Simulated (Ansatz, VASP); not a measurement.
# Cu2As: VASP beside Ansatz

```
Cu As
1.0
     3.71019    0.00000    0.00000
     0.00000    3.71019    0.00000
     0.00000    0.00000    5.77394
Cu As
4 2
Direct
  0.00000 0.00000 0.00000
  0.50000 0.50000 0.00000
  0.00000 0.50000 0.29602
  0.50000 0.00000 0.70398
  0.00000 0.50000 0.70836
  0.50000 0.00000 0.29164
```

Alike in both runs: functional LDA; k mesh 10 × 10 × 6; occupations gaussian, width 0.1 eV; no spin polarisation.

Ansatz relaxed the structure, and its values are those at the end. VASP's run is a single point on that final structure, the one shown.

|  | VASP | Ansatz |
| --- | --- | --- |
| version | VASP 6.6.1 | Ansatz 0.2.0 |
| potentials or method | VASP PAW LDA potentials, release 64 (Cu, As), cutoff 520 eV | scalar-relativistic, plane waves, PAW |
| valence electrons in the cell | 54 | 106 |

```tsv
	VASP	Ansatz	Ansatz less VASP
gap on the k mesh at the Fermi level (eV)	none	none	-
pressure (GPa)	0.6	0.0	-0.62
rms of the force components (eV/Å)	0.006	0.000	-0.0059
```

LDA's correlation is that of Perdew and Zunger in VASP and of Perdew and Wang (1992) in Ansatz. A gap of «none» marks a metal or a gap that the smearing closes. VASP's potentials hold 54 valence electrons a cell and Ansatz's 106, so a difference there can come from the potentials and not from the codes.
